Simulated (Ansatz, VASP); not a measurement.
**Two plane-wave programs on CrO2**

File INCAR:

```
SYSTEM = CrO2
PREC = Accurate
ENCUT = 600
EDIFF = 1E-6
ISMEAR = 1
SIGMA = 0.05
LREAL = .FALSE.
LASPH = .TRUE.
NELM = 150
ALGO = Normal
ISIF = 3
LWAVE = .FALSE.
LCHARG = .FALSE.
ISPIN = 2
MAGMOM = 3.9 3.9 0 0 0 0
LORBIT = 11
LMAXMIX = 4
LDAU = .TRUE.
LDAUTYPE = 1
LDAUL = 2 -1
LDAUU = 4.4 0
LDAUJ = 0.9 0
LDAUPRINT = 1
GGA = PS
IBRION = 2
NSW = 80
EDIFFG = -0.01
```

The input KPOINTS:

```
Automatic mesh
0
G
  5 5 7
  0 0 0
```

Contents of POSCAR:

```
CrO2
1.0
    4.4713430000      0.0000000000      0.0000000000
    0.0000000000      4.4713430000      0.0000000000
    0.0000000000      0.0000000000      2.9951760000
Cr O
2 4
Direct
    0.0000000000      0.5000000000      0.2384505000
    0.5000000000      0.0000000000      0.7615495000
    0.7017070000      0.2017070000      0.2536235000
    0.2982930000      0.7982930000      0.2536235000
    0.2017070000      0.2982930000      0.7463765000
    0.7982930000      0.7017070000      0.7463765000
```

Input for Ansatz:

```yaml
crystal:
  lattice:
    - [4.471343, 0.0, 0.0]
    - [0.0, 4.471343, 0.0]
    - [0.0, 0.0, 2.995176]
  atoms:
    - { symbol: Cr, position: [0.0, 0.5, 0.2384505] }
    - { symbol: Cr, position: [0.5, 0.0, 0.7615495] }
    - { symbol: O, position: [0.701707, 0.201707, 0.2536235] }
    - { symbol: O, position: [0.298293, 0.798293, 0.2536235] }
    - { symbol: O, position: [0.201707, 0.298293, 0.7463764999999999] }
    - { symbol: O, position: [0.798293, 0.701707, 0.7463764999999999] }
basis:
  ecutwfc: 550.0
kpoints:
  mp_grid:
    grid: [5, 5, 7]
    shift: [0.0, 0.0, 0.0]
hamiltonian:
  xc: pbesol
  hubbard:
    - { species: Cr, l: d, u: 4.4, j: 0.9 }
magnetization:
  spin_polarized: true
  per_species:
    Cr: 3.9
scf:
  occupations:
    method: cold
    width: 0.05
relax:
  f_tol: 0.01
  cell: {}
```

Alike in both runs: task relaxation of cell and atoms; functional PBEsol; k mesh 5 × 5 × 7; collinear spin; Hubbard terms Cr d U = 4.4 eV, J = 0.9 eV.

|  | VASP | Ansatz |
| --- | --- | --- |
| version | VASP 6.6.1 | Ansatz 0.2.0 |
| potentials or method | VASP PAW PBE potentials, release 64 (Cr_pv, O), cutoff 600 eV | plane waves, PAW |
| occupations | methfessel-paxton of order 1, width 0.05 eV | cold, width 0.05 eV |
| valence electrons in the cell | 48 | 52 |

```tsv
	VASP	Ansatz	Ansatz less VASP
net moment per atom (μB)	0.67	0.67	0.000
size of the moment on the site where the two differ most (μB)	2.30	1.94	-0.362
relaxed volume (Å³/atom)	9.56	9.53	-0.025
relaxed length of the cell vector where the two differ most in proportion (Å)	2.955	2.942	-0.0130
```

VASP's potentials were made for PBE, not for PBEsol. Site moments also hang on the region over which each program counts them. The programs project onto different local orbitals, so the same U acts differently, and such runs can settle in different states. VASP's potentials hold 48 valence electrons a cell and Ansatz's 52, so a difference there can come from the potentials and not from the codes. Ansatz's warnings: end state compared, filled band counts differ across k points.
